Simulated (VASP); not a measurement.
Set up this calculation in VASP 6.6.1, as the native input.

```
Task                   : single point
Functional             : PBEsol
Potentials or basis    : VASP PAW PBE potentials, release 64 (O, Cd, Mg)
Cutoff                 : 520 eV
k mesh                 : 1 × 1 × 1, shifted
Occupations            : fermi-dirac, width 0.05 eV
Spin                   : no spin polarisation
Dipole correction      : no
Further INCAR settings : LREAL = Auto; ALGO = Normal; EDIFF = 1e-07; NBANDS = 186; ISYM = 0
```

The structure of Mg7CdO8 lies in POSCAR:

```
Mg7CdO8
1.0
    8.5826623416      0.0000000000      0.0000000000
    0.0000000000      8.5826623416      0.0000000000
    0.0000000000      0.0000000000      8.5826623416
O Cd Mg
32 4 28
Direct
    0.2649470000      0.9848860000      0.9847910000
    0.2514720000      0.9989590000      0.5112470000
    0.2515130000      0.5113370000      0.9988880000
    0.2505910000      0.5018640000      0.5017950000
    0.7386790000      0.9985900000      0.9985250000
    0.7484540000      0.9996910000      0.5016360000
    0.7484680000      0.5016960000      0.9996330000
    0.7500950000      0.5000850000      0.5000260000
    0.9851680000      0.2646840000      0.9847960000
    0.9992260000      0.2512170000      0.5112510000
    0.9988790000      0.7384050000      0.9985450000
    0.9999620000      0.7481690000      0.5016410000
    0.5116140000      0.2512280000      0.9988760000
    0.5021420000      0.2503110000      0.5017950000
    0.5019810000      0.7481810000      0.9996270000
    0.5003720000      0.7498100000      0.5000310000
    0.9851420000      0.9848740000      0.2646090000
    0.9988820000      0.9986050000      0.7383270000
    0.9992530000      0.5113280000      0.2511300000
    0.9999820000      0.5016930000      0.7481220000
    0.5115960000      0.9989720000      0.2511280000
    0.5019830000      0.9996900000      0.7481120000
    0.5021480000      0.5018640000      0.2502450000
    0.5003780000      0.5000930000      0.7497450000
    0.2656780000      0.2654220000      0.2653050000
    0.2512350000      0.2509370000      0.7386330000
    0.2512210000      0.7387190000      0.2508790000
    0.2505170000      0.7481440000      0.7480740000
    0.7389920000      0.2509280000      0.2508750000
    0.7484290000      0.2502370000      0.7480800000
    0.7484140000      0.7481390000      0.2501800000
    0.7499880000      0.7496960000      0.7496420000
    0.9985940000      0.9983230000      0.9982500000
    0.2516900000      0.2514080000      0.9986170000
    0.2516660000      0.9987070000      0.2513170000
    0.9989780000      0.2513930000      0.2513290000
    0.9976100000      0.9973280000      0.5036530000
    0.9976180000      0.5037330000      0.9972670000
    0.9999810000      0.5020850000      0.5020250000
    0.5040000000      0.9973440000      0.9972640000
    0.5023600000      0.9996940000      0.5020160000
    0.5023730000      0.5020920000      0.9996290000
    0.5007180000      0.5004430000      0.5003660000
    0.2528760000      0.2525990000      0.5038980000
    0.2527610000      0.7460580000      0.9973230000
    0.2505440000      0.7479040000      0.5019970000
    0.7463330000      0.2524840000      0.9973150000
    0.7481780000      0.2502590000      0.5020010000
    0.7480450000      0.7477700000      0.9995140000
    0.7497630000      0.7494900000      0.5002980000
    0.2527530000      0.9973980000      0.7459810000
    0.2528530000      0.5039730000      0.2525030000
    0.2505600000      0.5020720000      0.7478260000
    0.7463280000      0.9973870000      0.2524000000
    0.7480540000      0.9995700000      0.7477050000
    0.7481830000      0.5020670000      0.2502090000
    0.7497800000      0.5003660000      0.7494190000
    0.9976760000      0.2524630000      0.7459770000
    0.9976660000      0.7460610000      0.2524150000
    0.9998580000      0.7477710000      0.7477080000
    0.5042550000      0.2525990000      0.2525250000
    0.5023570000      0.2502740000      0.7478240000
    0.5023370000      0.7479020000      0.2502050000
    0.5006430000      0.7494950000      0.7494230000
```

One way to write it, as run:

INCAR

```
SYSTEM = Mg7CdO8
ALGO = Normal ; EDIFF = 1E-7
ENCUT = 520 ; GGA = PS
ISIF = 2 ; ISMEAR = -1
ISYM = 0 ; LASPH = .True.
LCHARG = .False. ; LREAL = Auto
LWAVE = .False. ; NBANDS = 186
NELM = 60 ; PREC = Accurate
SIGMA = 0.05
```

KPOINTS

```
Automatic mesh
0
Gamma
  1 1 1
  0.25 0.25 0.25
```

Potentials or basis: VASP PAW PBE potentials, release 64 (O, Cd, Mg).

Command:

```bash
$ cat potpaw_PBE.64/O/POTCAR potpaw_PBE.64/Cd/POTCAR potpaw_PBE.64/Mg/POTCAR > POTCAR
$ mpirun -np 1 vasp_std > vasp.out
```

It gave:

```json
{
  "Pressure": "-0.1 GPa",
  "Largest force": "0.152 eV/Å",
  "Band gap on the k mesh": "3.82 eV, direct"
}
```

Caveat: the k points lie up to 0.73 Å⁻¹ apart; the PAW data sets were made with another functional, which shifts forces and pressure a little.

Wall time 22 min on 1 thread of Intel(R) Xeon(R) 6975P-C (Granite Rapids), with other jobs on the host, peak memory 0.73 GiB.
